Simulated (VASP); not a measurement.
Bi, 1 atom in the cell. It takes space group Fm-3m (No. 225, cubic). Conventional cell: a = 5.032 Å, b = 5.032 Å, c = 5.032 Å, α = 90.00°, β = 90.00°, γ = 90.00°. Bi (site symmetry m-3m) has 12 Bi at 3.56 Å within 4.7 Å. This isn't the form of Bi at room conditions, which is rhombohedral.

| Quantity | Value |
| --- | --- |
| Program | VASP 6.6.1 |
| Task | single point |
| Functional | PBE |
| Potentials or basis | VASP PAW PBE potentials, release 64 (Bi_d) |
| Cutoff | 520 eV |
| k mesh | 14 × 14 × 14 |
| Occupations | fermi-dirac, width 0.05 eV |
| Spin | no spin polarisation |
| Dipole correction | no |
| k mesh for the DOS | 21 × 21 × 21 |
| Occupations for the DOS | tetrahedron |
| Further INCAR settings | ALGO = Normal; EDIFF = 1e-07 |

Potentials or basis: VASP PAW PBE potentials, release 64 (Bi_d).

Launch:

```sh
$ cat potpaw_PBE.64/Bi_d/POTCAR > POTCAR
$ cp INCAR.step1 INCAR
$ cp KPOINTS.step1 KPOINTS
$ mpirun -np 1 vasp_std > vasp.out
$ cp INCAR.step2 INCAR
$ cp KPOINTS.step2 KPOINTS
$ mpirun -np 1 vasp_std > vasp.out
```

Hardware: 1 thread of Intel Xeon 8259CL (shared host).

Question: How long does it take, and how much memory?

Answer: It took 2.4 min on 1 thread of Intel Xeon 8259CL, with other jobs on the host, peak memory 0.23 GiB. Counts: k points 286.
